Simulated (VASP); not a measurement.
# Cd3NiO (Pm-3m) in VASP: notebook

Runs on Cd3NiO. Level: PBE. Tasks: single point, relaxation of cell and atoms.

All numbers are computed with VASP 6.6.1; they aren't measurements. Logs are shortened: lines on timing, memory, paths and dates and some standing lists are left out, and cuts for length are marked.

## (1) The cell of the first run

The structure is cubic, space group Pm-3m (No. 221). The conventional cell has a = 4.510 Å, b = 4.510 Å, c = 4.510 Å, α = 90.00°, β = 90.00°, γ = 90.00°. Cd (site symmetry 4/mmm) has 2 O at 2.26 Å within 3.0 Å. Ni (site symmetry m-3m) has 12 Cd at 3.19 Å and 8 O at 3.91 Å within 4.2 Å. Within 3.0 Å of O (site symmetry m-3m) lie 6 Cd at 2.26 Å.

The cell was built from a structure type or drawn by symmetry, and may not be a known phase.

## (2) Single point, PBE

INCAR reads:

```
ALGO = Normal
EDIFF = 1E-6
ENCUT = 520
GGA = PE
ISIF = 2
ISMEAR = 0
LASPH = True
LCHARG = True
LELF = True
LREAL = False
LVHAR = True
LWAVE = False
NBANDS = 34
NELM = 100
PREC = Accurate
SIGMA = 0.1
```

KPOINTS reads:

```
k-points
0
Gamma
  8 8 8
```

POSCAR reads:

```
Cd3NiO
1.0
    4.5100573817      0.0000000000      0.0000000000
    0.0000000000      4.5100573817      0.0000000000
    0.0000000000      0.0000000000      4.5100573817
Cd Ni O
3 1 1
Direct
    0.0000000000      0.5000000000      0.0000000000
    0.0000000000      0.0000000000      0.5000000000
    0.5000000000      0.0000000000      0.0000000000
    0.5000000000      0.5000000000      0.5000000000
    0.0000000000      0.0000000000      0.0000000000
```

Potentials or basis: VASP PAW PBE potentials, release 64 (Cd, Ni, O).

Started as:

```bash
$ cat potpaw_PBE.64/Cd/POTCAR potpaw_PBE.64/Ni/POTCAR potpaw_PBE.64/O/POTCAR > POTCAR
$ mpirun -np 1 vasp_std > vasp.out
```

OUTCAR:

```text
EDIFF = 1E-6
   ENCUT = 520
   GGA = PE
   ISIF = 2
   ISMEAR = 0
   LASPH = True
   LREAL = False
   NELM = 100
   PREC = Accurate

 ion  position               nearest neighbor table
   1  0.000  0.500  0.000-   5 2.26   5 2.26   4 3.19   2 3.19   2 3.19   4 3.19   2 3.19   3 3.19
                             3 3.19   2 3.19   3 3.19   4 3.19   4 3.19   3 3.19
   2  0.000  0.000  0.500-   5 2.26   5 2.26   4 3.19   1 3.19   1 3.19   3 3.19   3 3.19   1 3.19
                             4 3.19   1 3.19   3 3.19   4 3.19   3 3.19   4 3.19
   3  0.500  0.000  0.000-   5 2.26   5 2.26   4 3.19   1 3.19   2 3.19   4 3.19   1 3.19   4 3.19
                             4 3.19   1 3.19   2 3.19   2 3.19   2 3.19   1 3.19
   4  0.500  0.500  0.500-   1 3.19   2 3.19   3 3.19   1 3.19   3 3.19   2 3.19   3 3.19   3 3.19
                             1 3.19   2 3.19   1 3.19   2 3.19
   5  0.000  0.000  0.000-   1 2.26   2 2.26   3 2.26   2 2.26   1 2.26   3 2.26

  LATTYP: Found a simple cubic cell.
 ALAT       =     4.5100573817

  Lattice vectors:

 A1 = (   4.5100573817,   0.0000000000,   0.0000000000)
 A2 = (   0.0000000000,   4.5100573817,   0.0000000000)
 A3 = (   0.0000000000,   0.0000000000,   4.5100573817)

Analysis of symmetry for initial positions (statically):
=====================================================================
 Subroutine PRICEL returns:
 Original cell was already a primitive cell.

 Routine SETGRP: Setting up the symmetry group for a
 simple cubic supercell.

 Subroutine GETGRP returns: Found 48 space group operations
 (whereof 48 operations were pure point group operations)
 out of a pool of 48 trial point group operations.

The static configuration has the point symmetry O_h .

Analysis of symmetry for dynamics (positions and initial velocities):
=====================================================================
 Subroutine PRICEL returns:
 Original cell was already a primitive cell.

 Routine SETGRP: Setting up the symmetry group for a
 simple cubic supercell.

 Subroutine GETGRP returns: Found 48 space group operations
 (whereof 48 operations were pure point group operations)
 out of a pool of 48 trial point group operations.

The dynamic configuration has the point symmetry O_h .

 Subroutine INISYM returns: Found 48 space group operations
 (whereof 48 operations are pure point group operations),
 and found     1 'primitive' translations

----------------------------------------------------------------------------------------

                                     Primitive cell

  volume of cell :      91.7374

  direct lattice vectors                    reciprocal lattice vectors
     4.510057382  0.000000000  0.000000000     0.221726669  0.000000000  0.000000000
     0.000000000  4.510057382  0.000000000     0.000000000  0.221726669  0.000000000
     0.000000000  0.000000000  4.510057382     0.000000000  0.000000000  0.221726669

  length of vectors
     4.510057382  4.510057382  4.510057382     0.221726669  0.221726669  0.221726669

  position of ions in fractional coordinates (direct lattice)
     0.000000000  0.500000000  0.000000000
     0.000000000  0.000000000  0.500000000
     0.500000000  0.000000000  0.000000000
     0.500000000  0.500000000  0.500000000
     0.000000000  0.000000000  0.000000000

  ion indices of the primitive-cell ions
   primitive index   ion index
                 1           1
                 2           2
                 3           3
                 4           4
                 5           5

----------------------------------------------------------------------------------------

 KPOINTS: k-points

Automatic generation of k-mesh.
 Grid dimensions read from file:
 generate k-points for:    8    8    8

 Generating k-lattice:

  Cartesian coordinates                     Fractional coordinates (reciprocal lattice)
     0.027715834  0.000000000  0.000000000     0.125000000  0.000000000  0.000000000
     0.000000000  0.027715834  0.000000000     0.000000000  0.125000000  0.000000000
     0.000000000  0.000000000  0.027715834     0.000000000  0.000000000  0.125000000

  Length of vectors
     0.027715834  0.027715834  0.027715834

  Shift w.r.t. Gamma in fractional coordinates (k-lattice)
     0.000000000  0.000000000  0.000000000

 Subroutine IBZKPT returns following result:
 ===========================================

 Found     35 irreducible k-points:

 Following reciprocal coordinates:
            Coordinates               Weight
  0.000000  0.000000  0.000000      1.000000
  0.125000  0.000000  0.000000      6.000000
  0.250000  0.000000  0.000000      6.000000
  0.375000  0.000000  0.000000      6.000000
  0.500000  0.000000  0.000000      3.000000
  0.125000  0.125000  0.000000     12.000000
[... 16 lines left out ...]
  0.375000  0.375000  0.125000     24.000000
  0.500000  0.375000  0.125000     24.000000
 [... further k-points ...]
   k-points           NKPTS =     35   k-points in BZ     NKDIM =     35   number of bands    NBANDS=     34
   number of dos      NEDOS =    301   number of ions     NIONS =      5
   total plane-waves  NPLWV =  46656
   dimension x,y,z NGX =    36 NGY =   36 NGZ =   36
   dimension x,y,z NGXF=    72 NGYF=   72 NGZF=   72
   ions per type =               3   1   1
   NGX,Y,Z   is equivalent  to a cutoff of  13.27, 13.27, 13.27 a.u.
   NGXF,Y,Z  is equivalent  to a cutoff of  26.54, 26.54, 26.54 a.u.
 SYSTEM =  unknown system
   PREC   = accura    normal or accurate (medium, high low for compatibility)
   ISTART =      0    job   : 0-new  1-cont  2-samecut
   ICHARG =      2    charge: 1-file 2-atom 10-const
   ISPIN  =      1    spin polarized calculation?
   LNONCOLLINEAR =      F non collinear calculations
   LSORBIT =      F    spin-orbit coupling
   LASPH  =      T    aspherical Exc in radial PAW
   ENCUT  =  520.0 eV  38.22 Ry    6.18 a.u.   8.39  8.39  8.39*2*pi/ulx,y,z
   NELM   =    100;   NELMIN=  2; NELMDL= -5     # of ELM steps
   EDIFF  = 0.1E-05   stopping-criterion for ELM
   LREAL  =      F    real-space projection
   EDIFFG = 0.1E-04   stopping-criterion for IOM
   NSW    =      0    number of steps for IOM
   IBRION =     -1    ionic relax: 0-MD 1-quasi-New 2-CG
   NFREE  =      0    steps in history (QN), initial steepest desc. (CG)
   ISIF   =      2    stress and relaxation
   ISYM   =      2    0-nonsym 1-usesym 2-fastsym
   POTIM  = 0.5000    time-step for ionic-motion
   TEBEG  =    0.0;   TEEND  =   0.0 temperature during run
   PSTRESS=    0.0 pullay stress
   NELECT =      52.0000    total number of electrons
   NUPDOWN=      -1.0000    fix difference up-down
   EMIN   =  10.00;   EMAX   =-10.00  energy-range for DOS
   EFERMI =   0.00;   METHOD = LEGACY
   ISMEAR =     0;   SIGMA  =   0.10  broadening in eV -4-tet -1-fermi 0-gaus
   EFERMI_NEDOS =   21; number of points for ismear=-14 and -15
   IALGO  =     38    algorithm
   IMIX   =      4    mixing-type and parameters
     AMIX     =   0.40;   BMIX     =  1.00
     AMIX_MAG =   1.60;   BMIX_MAG =  1.00
  volume/ion in A,a.u.               =      18.35       123.81
  Fermi-wavevector in a.u.,A,eV,Ry     =   1.354858  2.560311 24.975412  1.835641
  Thomas-Fermi vector in A             =   2.481995
   LORBIT       =      0    0 simple, 1 ext, 2 COOP (PROOUT), +10 PAW based schemes
   GGA     = PE    functional components
   LHFCALC =     F    Hartree Fock is set to
   AEXX    =    0.0000 exact exchange contribution
   IVDW    =     0    specifies the selected vdW correction
   LEPSILON=     F    determine dielectric tensor
   LRPA    =     F    only Hartree local field effects (RPA)
 non-spin polarized calculation
 Gauss-broadening in eV      SIGMA  =   0.10
  energy-cutoff  :      520.00
  volume of cell :       91.74
 maximum number of plane-waves:      2517
 NGX is ok and might be reduce to    36
   NGX = 17   NGY = 17   NGZ = 17

 number of electron      52.0000019 magnetization

 Free energy of the ion-electron system (eV)
  ---------------------------------------------------
  ext. energy  EPLUGINS =         0.00000000
  ---------------------------------------------------
  free energy    TOTEN  =       -12.15188061 eV

  energy without entropy =      -12.13885764  energy(sigma->0) =      -12.14536913

 E-fermi :   2.9526     XC(G=0): -10.8471

 val. band max:        2.9313760032   @ k =   0.5000   0.3750   0.2500
 cond. band min:       2.9550331318   @ k =   0.2500   0.2500   0.0000
 fundamental gap:      0.0236571285
 Fermi energy:         2.9526312923

 k-point     1 :       0.0000    0.0000    0.0000
  band No.  band energies     occupation
      1     -16.5453      2.00000
      2      -6.1827      2.00000
      3      -6.1827      2.00000
      4      -6.1827      2.00000
      5      -5.9162      2.00000
      6      -5.9162      2.00000
[... 26 lines left out ...]
     33      10.1803      0.00000
     34      10.1803      0.00000

 k-point     2 :       0.1250    0.0000    0.0000
  band No.  band energies     occupation
      1     -16.5234      2.00000
      2      -6.1730      2.00000
      3      -6.1575      2.00000
      4      -6.1575      2.00000
      5      -5.9075      2.00000
      6      -5.8850      2.00000
[... 26 lines left out ...]
     33       9.8607      0.00000
     34       9.8607      0.00000

 k-point     3 :       0.2500    0.0000    0.0000
  band No.  band energies     occupation
      1     -16.4699      2.00000
      2      -6.1483      2.00000
      3      -6.0814      2.00000
      4      -6.0814      2.00000
      5      -5.8948      2.00000
      6      -5.8357      2.00000
[... 26 lines left out ...]
     33       9.0916      0.00000
     34       9.6961      0.00000
[... 704 lines left out ...]
 k-point    23 :       0.3750    0.3750    0.1250
  band No.  band energies     occupation
      1     -16.2598      2.00000
      2      -6.5266      2.00000
      3      -6.5139      2.00000
      4      -6.2003      2.00000
      5      -5.8191      2.00000
      6      -5.8020      2.00000
[... 26 lines left out ...]
     33      10.4540      0.00000
     34      10.8044      0.00000

 k-point    24 :       0.5000    0.3750    0.1250
  band No.  band energies     occupation
      1     -16.2360      2.00000
      2      -6.6421      2.00000
      3      -6.5550      2.00000
      4      -6.2123      2.00000
      5      -5.8384      2.00000
      6      -5.7649      2.00000
[... 26 lines left out ...]
     33       9.8482      0.00000
     34      10.6345      0.00000

 [... further k-points ...]

------------------------ aborting loop because EDIFF is reached ----------------------------------------

  FORCE on cell =-STRESS in cart. coord.  units (eV):
  Direction    XX          YY          ZZ          XY          YZ          ZX
  --------------------------------------------------------------------------------------
  -------------------------------------------------------------------------------------
  Total        0.4362640      0.4362640      0.4362640     -0.0000000      0.0000000     -0.0000000
  in kB        7.6192776      7.6192776      7.6192776     -0.0000000      0.0000000     -0.0000000
  external PRESSURE =       7.6192776 kB  Pullay stress =       0.0000000 kB

 VOLUME and BASIS-vectors are now :
 -----------------------------------------------------------------------------
  energy-cutoff  :      520.00
  volume of cell :       91.74
      direct lattice vectors                 reciprocal lattice vectors
     4.510057382  0.000000000  0.000000000     0.221726669  0.000000000  0.000000000
     0.000000000  4.510057382  0.000000000     0.000000000  0.221726669  0.000000000
     0.000000000  0.000000000  4.510057382     0.000000000  0.000000000  0.221726669

 POSITION                                       TOTAL-FORCE (eV/Angst)
 -----------------------------------------------------------------------------------
      0.00000      2.25503      0.00000         0.000000      0.000000      0.000000
      0.00000      0.00000      2.25503         0.000000      0.000000      0.000000
      2.25503      0.00000      0.00000         0.000000      0.000000      0.000000
      2.25503      2.25503      2.25503         0.000000      0.000000      0.000000
      0.00000      0.00000      0.00000         0.000000      0.000000      0.000000
 -----------------------------------------------------------------------------------
    total drift:                                0.000000      0.000000     -0.000000

  FREE ENERGIE OF THE ION-ELECTRON SYSTEM (eV)
  ---------------------------------------------------
  free  energy   TOTEN  =       -12.1518806131 eV

  energy  without entropy=      -12.1388576437  energy(sigma->0) =      -12.14536913
```

Wall time 3.1 min (1 thread of Intel Xeon 8259CL, shared host); peak memory 0.27 GiB.

Results:

| Quantity | Value |
| --- | --- |
| Free energy | -12.1519 eV |
| Pressure | 0.8 GPa |
| Band gap on the k mesh | zero (bands 26 and 27 overlap by 2.42 eV) |

Caveat: the run has no spin polarisation, though such a crystal can be magnetic.

## (3) Relaxation of cell and atoms, PBE

INCAR reads:

```
ALGO = Normal
EDIFF = 1E-7
EDIFFG = -0.01
ENCUT = 600
GGA = PE
IBRION = 2
ISIF = 3
ISMEAR = 0
LASPH = T
LCHARG = F
LREAL = F
LWAVE = F
NELM = 100
NSW = 100
PREC = Accurate
SIGMA = 0.1
```

KPOINTS is that of step 2.

POSCAR is that of step 2.

Potentials or basis: VASP PAW PBE potentials, release 64 (Cd, Ni, O).

Started as:

```bash
$ cat potpaw_PBE.64/Cd/POTCAR potpaw_PBE.64/Ni/POTCAR potpaw_PBE.64/O/POTCAR > POTCAR
$ mpirun -np 1 vasp_std > vasp.out
```

It took 4.9 min on 1 thread of Intel Xeon 8259CL, shared host; peak memory 0.3 GiB.

It converged, with:

* Free energy: -12.1545 eV
* Relaxed volume: 18.51 Å³/atom
* Relaxed cell: a = 4.523 Å, b = 4.523 Å, c = 4.523 Å, α = 90.00°, β = 90.00°, γ = 90.00°
* Space group after relaxing (to 0.1 Å): Pm-3m (No. 221)
* Energy gained by relaxing: 0.3 meV/atom
* Ionic steps: 3
* Pressure after relaxing: 0.0 GPa
* Band gap on the k mesh: zero (bands 26 and 27 overlap by 2.38 eV)

The path:
| step | energy change (eV) | largest force (eV/Å) | pressure (GPa) | volume (Å³) |
| --- | --- | --- | --- | --- |
| 1 | 0.0000 | 0.0000 | 0.64 | 91.74 |
| 2 | -0.0016 | 0.0000 | -0.13 | 92.71 |
| 3 | -0.0017 | 0.0000 | 0.00 | 92.55 |

Final structure:
```
Cd Ni O
1.0
     4.52339    0.00000    0.00000
     0.00000    4.52339    0.00000
     0.00000    0.00000    4.52339
Cd Ni O
3 1 1
Direct
  0.00000 0.50000 0.00000
  0.00000 0.00000 0.50000
  0.50000 0.00000 0.00000
  0.50000 0.50000 0.50000
  0.00000 0.00000 0.00000
```

Levels at points of the mesh, in eV from the Fermi level:
```tsv
k point	band 23	band 24	band 25	band 26	band 27	band 28	band 29	band 30
(0.00, 0.00, 0.00)	-0.57	-0.57	-0.57	1.86	1.86	1.89	1.89	1.89
(0.50, 0.00, 0.00)	-0.78	-0.78	-0.58	-0.58	2.02	2.97	2.97	4.56
(0.50, 0.50, 0.00)	-0.80	-0.57	-0.47	0.07	0.07	0.40	5.02	5.02
(0.50, 0.50, 0.50)	-0.69	-0.69	-0.69	-0.52	-0.52	0.56	2.50	2.50
```

Caveat: the run has no spin polarisation, though such a crystal can be magnetic. With open d or f shells a metallic result of PBE can be an artefact of self-interaction; +U or a hybrid may open a gap.
